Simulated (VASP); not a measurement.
# SnO (P4/nmm) in VASP: a series of runs, part 3 of 3

VASP 6.6.1.

**5. Single point, r2SCAN**

This run uses another cell than the first one, of 17.89 Å³/atom.

The input, POSCAR:

```
SnO
1.0
    3.8072385349      0.0000000000      0.0000000000
    0.0000000000      3.8072385349      0.0000000000
    0.0000000000      0.0000000000      4.9360762066
Sn O
2 2
Direct
    0.0000000000      0.5000000000      0.2324256302
    0.5000000000      0.0000000000      0.7675743698
    0.0000000000      0.0000000000      0.0000000000
    0.5000000000      0.5000000000      0.0000000000
```

The input, INCAR.step1:

```
SYSTEM = SnO
  PREC = Accurate
  ENCUT = 520
  ISMEAR = 0
  SIGMA = 0.025
  LREAL = .FALSE.
  LASPH = .TRUE.
  NELM = 60
  NBANDS = 28
  GGA = PE
  ALGO = Normal
  EDIFF = 1E-4
  LWAVE = .TRUE.
  LCHARG = .FALSE.
```

The input, INCAR.step2:

```
SYSTEM = SnO
  PREC = Accurate
  ENCUT = 520
  EDIFF = 1E-7
  ISMEAR = 0
  SIGMA = 0.025
  LREAL = .FALSE.
  LASPH = .TRUE.
  NELM = 60
  ALGO = Normal
  ISIF = 2
  LWAVE = .FALSE.
  LCHARG = .FALSE.
  METAGGA = R2SCAN
  LMIXTAU = .TRUE.
  NBANDS = 28
  ISTART = 1
```

The input, KPOINTS:

```
Automatic mesh
0
G
  10 10 8
  0 0 0
```

Potentials or basis: VASP PAW PBE potentials, release 64 (Sn_d, O).

On the command line:

```sh
cat potpaw_PBE.64/Sn_d/POTCAR potpaw_PBE.64/O/POTCAR > POTCAR
cp INCAR.step1 INCAR
mpirun -np 1 vasp_std > vasp.out
cp INCAR.step2 INCAR
mpirun -np 1 vasp_std > vasp.out
```

OUTCAR:

```text
SYSTEM = SnO
   PREC = Accurate
   ENCUT = 520
   EDIFF = 1E-7
   ISMEAR = 0
   LREAL = .FALSE.
   LASPH = .TRUE.
   NELM = 60
   ISIF = 2
   METAGGA = R2SCAN
   ISTART = 1

 ion  position               nearest neighbor table
   1  0.000  0.500  0.232-   3 2.22   4 2.22   3 2.22   4 2.22   2 3.54   2 3.54   2 3.54   2 3.54

   2  0.500  0.000  0.768-   3 2.22   4 2.22   4 2.22   3 2.22   1 3.54   1 3.54   1 3.54   1 3.54

   3  0.000  0.000  0.000-   1 2.22   2 2.22   1 2.22   2 2.22
   4  0.500  0.500  0.000-   1 2.22   2 2.22   2 2.22   1 2.22

  LATTYP: Found a simple tetragonal cell.
 ALAT       =     3.8072385349
 C/A-ratio  =     1.2964977533

  Lattice vectors:

 A1 = (   3.8072385349,   0.0000000000,   0.0000000000)
 A2 = (   0.0000000000,   3.8072385349,   0.0000000000)
 A3 = (   0.0000000000,   0.0000000000,   4.9360762066)

Analysis of symmetry for initial positions (statically):
=====================================================================
 Subroutine PRICEL returns:
 Original cell was already a primitive cell.

 Routine SETGRP: Setting up the symmetry group for a
 simple tetragonal supercell.

 Subroutine GETGRP returns: Found 16 space group operations
 (whereof  8 operations were pure point group operations)
 out of a pool of 16 trial point group operations.

The static configuration has the point symmetry D_2d.
 The point group associated with its full space group is D_4h.

Analysis of symmetry for dynamics (positions and initial velocities):
=====================================================================
 Subroutine PRICEL returns:
 Original cell was already a primitive cell.

 Routine SETGRP: Setting up the symmetry group for a
 simple tetragonal supercell.

 Subroutine GETGRP returns: Found 16 space group operations
 (whereof  8 operations were pure point group operations)
 out of a pool of 16 trial point group operations.

The dynamic configuration has the point symmetry D_2d.
 The point group associated with its full space group is D_4h.

 Subroutine INISYM returns: Found 16 space group operations
 (whereof  8 operations are pure point group operations),
 and found     1 'primitive' translations

----------------------------------------------------------------------------------------

                                     Primitive cell

  volume of cell :      71.5487

  direct lattice vectors                    reciprocal lattice vectors
     3.807238535  0.000000000  0.000000000     0.262657564  0.000000000  0.000000000
     0.000000000  3.807238535  0.000000000     0.000000000  0.262657564  0.000000000
     0.000000000  0.000000000  4.936076207     0.000000000  0.000000000  0.202590065

  length of vectors
     3.807238535  3.807238535  4.936076207     0.262657564  0.262657564  0.202590065

  position of ions in fractional coordinates (direct lattice)
     0.000000000  0.500000000  0.232425630
     0.500000000  0.000000000  0.767574370
     0.000000000  0.000000000  0.000000000
     0.500000000  0.500000000  0.000000000

  ion indices of the primitive-cell ions
   primitive index   ion index
                 1           1
                 2           2
                 3           3
                 4           4

----------------------------------------------------------------------------------------

 KPOINTS: Automatic mesh

Automatic generation of k-mesh.
 Grid dimensions read from file:
 generate k-points for:   10   10    8

 Generating k-lattice:

  Cartesian coordinates                     Fractional coordinates (reciprocal lattice)
     0.026265756  0.000000000  0.000000000     0.100000000  0.000000000  0.000000000
     0.000000000  0.026265756  0.000000000     0.000000000  0.100000000  0.000000000
     0.000000000  0.000000000  0.025323758     0.000000000  0.000000000  0.125000000

  Length of vectors
     0.026265756  0.026265756  0.025323758

  Shift w.r.t. Gamma in fractional coordinates (k-lattice)
     0.000000000  0.000000000  0.000000000

 Subroutine IBZKPT returns following result:
 ===========================================

 Found    105 irreducible k-points:

 Following reciprocal coordinates:
            Coordinates               Weight
  0.000000  0.000000  0.000000      1.000000
  0.100000  0.000000  0.000000      4.000000
  0.200000  0.000000  0.000000      4.000000
  0.300000  0.000000  0.000000      4.000000
  0.400000  0.000000  0.000000      4.000000
  0.500000  0.000000  0.000000      2.000000
[... 16 lines left out ...]
  0.100000  0.000000  0.125000      8.000000
  0.200000  0.000000  0.125000      8.000000
 [... further k-points ...]
   k-points           NKPTS =    105   k-points in BZ     NKDIM =    105   number of bands    NBANDS=     28
   number of dos      NEDOS =    301   number of ions     NIONS =      4
   total plane-waves  NPLWV =  31360
   dimension x,y,z NGX =    28 NGY =   28 NGZ =   40
   dimension x,y,z NGXF=    56 NGYF=   56 NGZF=   80
   ions per type =               2   2
   NGX,Y,Z   is equivalent  to a cutoff of  12.23, 12.23, 13.47 a.u.
   NGXF,Y,Z  is equivalent  to a cutoff of  24.45, 24.45, 26.94 a.u.
 SYSTEM =  SnO
   PREC   = accura    normal or accurate (medium, high low for compatibility)
   ISTART =      1    job   : 0-new  1-cont  2-samecut
   ICHARG =      0    charge: 1-file 2-atom 10-const
   ISPIN  =      1    spin polarized calculation?
   LNONCOLLINEAR =      F non collinear calculations
   LSORBIT =      F    spin-orbit coupling
   LASPH  =      T    aspherical Exc in radial PAW
   ENCUT  =  520.0 eV  38.22 Ry    6.18 a.u.   7.08  7.08  9.18*2*pi/ulx,y,z
   NELM   =     60;   NELMIN=  2; NELMDL=  0     # of ELM steps
   EDIFF  = 0.1E-06   stopping-criterion for ELM
   LREAL  =      F    real-space projection
   EDIFFG = 0.1E-05   stopping-criterion for IOM
   NSW    =      0    number of steps for IOM
   IBRION =     -1    ionic relax: 0-MD 1-quasi-New 2-CG
   NFREE  =      0    steps in history (QN), initial steepest desc. (CG)
   ISIF   =      2    stress and relaxation
   ISYM   =      2    0-nonsym 1-usesym 2-fastsym
   POTIM  = 0.5000    time-step for ionic-motion
   TEBEG  =    0.0;   TEEND  =   0.0 temperature during run
   PSTRESS=    0.0 pullay stress
   NELECT =      40.0000    total number of electrons
   NUPDOWN=      -1.0000    fix difference up-down
   EMIN   =  10.00;   EMAX   =-10.00  energy-range for DOS
   EFERMI =   0.00;   METHOD = LEGACY
   ISMEAR =     0;   SIGMA  =   0.03  broadening in eV -4-tet -1-fermi 0-gaus
   EFERMI_NEDOS =   21; number of points for ismear=-14 and -15
   IALGO  =     38    algorithm
   IMIX   =      4    mixing-type and parameters
     AMIX     =   0.40;   BMIX     =  1.00
     AMIX_MAG =   1.60;   BMIX_MAG =  1.00
  volume/ion in A,a.u.               =      17.89       120.71
  Fermi-wavevector in a.u.,A,eV,Ry     =   1.348634  2.548549 24.746468  1.818814
  Thomas-Fermi vector in A             =   2.476287
   LORBIT       =      0    0 simple, 1 ext, 2 COOP (PROOUT), +10 PAW based schemes
   METAGGA = R2SCAN    functional components
   LHFCALC =     F    Hartree Fock is set to
   AEXX    =    0.0000 exact exchange contribution
   IVDW    =     0    specifies the selected vdW correction
   LEPSILON=     F    determine dielectric tensor
   LRPA    =     F    only Hartree local field effects (RPA)
 non-spin polarized calculation
 Gauss-broadening in eV      SIGMA  =   0.03
  energy-cutoff  :      520.00
  volume of cell :       71.55
 maximum number of plane-waves:      1952
   NGX = 15   NGY = 15   NGZ = 19

 number of electron      39.9999994 magnetization

 Free energy of the ion-electron system (eV)
  ---------------------------------------------------
  ext. energy  EPLUGINS =         0.00000000
  ---------------------------------------------------
  free energy    TOTEN  =       -66.90365998 eV

  energy without entropy =      -66.90365998  energy(sigma->0) =      -66.90365998

 E-fermi :   7.0111     XC(G=0): -10.7978

 val. band max:        6.9093039076   @ k =   0.0000   0.0000   0.0000
 cond. band min:       7.2761688628   @ k =   0.5000   0.5000   0.0000
 fundamental gap:      0.3668649553
 Fermi energy:         7.0111495482

 k-point     1 :       0.0000    0.0000    0.0000
  band No.  band energies     occupation
      1     -16.0234      2.00000
      2     -15.4606      2.00000
      3     -15.4440      2.00000
      4     -15.4440      2.00000
      5     -15.3977      2.00000
      6     -15.3744      2.00000
[... 20 lines left out ...]
     27      14.0560      0.00000
[... 691 lines left out ...]
      6     -15.4001      2.00000
[... 20 lines left out ...]
     27      14.5949      0.00000
     28      17.1202      0.00000

 [... further k-points ...]
[... 5 lines left out ...]
  --------------------------------------------------------------------------------------
  -------------------------------------------------------------------------------------
  Total        0.2806682      0.2806682      0.2401363      0.0000000      0.0000000      0.0000000
  in kB        6.2849487      6.2849487      5.3773270      0.0000000      0.0000000      0.0000000
  external PRESSURE =       5.9824082 kB  Pullay stress =       0.0000000 kB

 VOLUME and BASIS-vectors are now :
 -----------------------------------------------------------------------------
  energy-cutoff  :      520.00
  volume of cell :       71.55
      direct lattice vectors                 reciprocal lattice vectors
     3.807238535  0.000000000  0.000000000     0.262657564  0.000000000  0.000000000
     0.000000000  3.807238535  0.000000000     0.000000000  0.262657564  0.000000000
     0.000000000  0.000000000  4.936076207     0.000000000  0.000000000  0.202590065

 POSITION                                       TOTAL-FORCE (eV/Angst)
 -----------------------------------------------------------------------------------
      0.00000      1.90362      1.14727        -0.000000      0.000000      0.144458
      1.90362      0.00000      3.78881         0.000000      0.000000     -0.144458
      0.00000      0.00000      0.00000        -0.000000      0.000000     -0.000000
      1.90362      1.90362      0.00000        -0.000000     -0.000000     -0.000000
 -----------------------------------------------------------------------------------
    total drift:                                0.000000      0.000000      0.000000

  FREE ENERGIE OF THE ION-ELECTRON SYSTEM (eV)
  ---------------------------------------------------
  free  energy   TOTEN  =       -66.9036599794 eV

  energy  without entropy=      -66.9036599794  energy(sigma->0) =      -66.90365998
```

Wall time 10 min (1 thread of Intel Xeon 8259CL, shared host); peak memory 0.3 GiB.

Results:

| Quantity | Value |
| --- | --- |
| Free energy | -66.9037 eV |
| Pressure | 0.6 GPa |
| Largest force | 0.144 eV/Å |
| Band gap on the k mesh | 0.37 eV (least direct gap 2.33 eV) |

Forces in eV/Å, atoms in the order of the input:
```
Sn   0.000  0.000  0.144
Sn   0.000  0.000 -0.144
O    0.000  0.000  0.000
O    0.000  0.000  0.000
```

Stress tensor (GPa, compression positive):
```
0.63 0.00 0.00
0.00 0.63 0.00
0.00 0.00 0.54
```

Caveat: semilocal functionals underestimate gaps, and a narrow one can read as zero; the PAW data sets were made with another functional, which shifts forces and pressure a little; spin-orbit coupling is left out, which moves the levels of the heavy elements. A k mesh can miss the band edges.

**6. Overview**

| cell | smearing | gap on the mesh (eV) | pressure (GPa) | largest force (eV/Å) |
| --- | --- | --- | --- | --- |
| a = 3.818, b = 3.818, c = 5.175 Å, 4 atoms, atomic positions A | gaussian 0.05 eV | 0.78 | -0.4 | 0.13 |
| a = 3.807, b = 3.807, c = 4.936 Å, 4 atoms, atomic positions B | gaussian 0.05 eV | 0.37 | 0.6 | 0.14 |
| a = 3.807, b = 3.807, c = 4.936 Å, 4 atoms, atomic positions B | gaussian 0.025 eV | 0.37 | 0.6 | 0.14 |

Alike in all rows: task single point; level r2SCAN; potentials or basis VASP PAW PBE potentials, release 64 (Sn_d, O); no spin polarisation; k mesh 10 × 10 × 8; cutoff (eV) 520.

Caveats: semilocal functionals underestimate gaps, and a narrow one can read as zero; the PAW data sets were made with another functional, which shifts forces and pressure a little; spin-orbit coupling is left out, which moves the levels of the heavy elements.

Absolute energies hang on the potentials; compare differences alone.
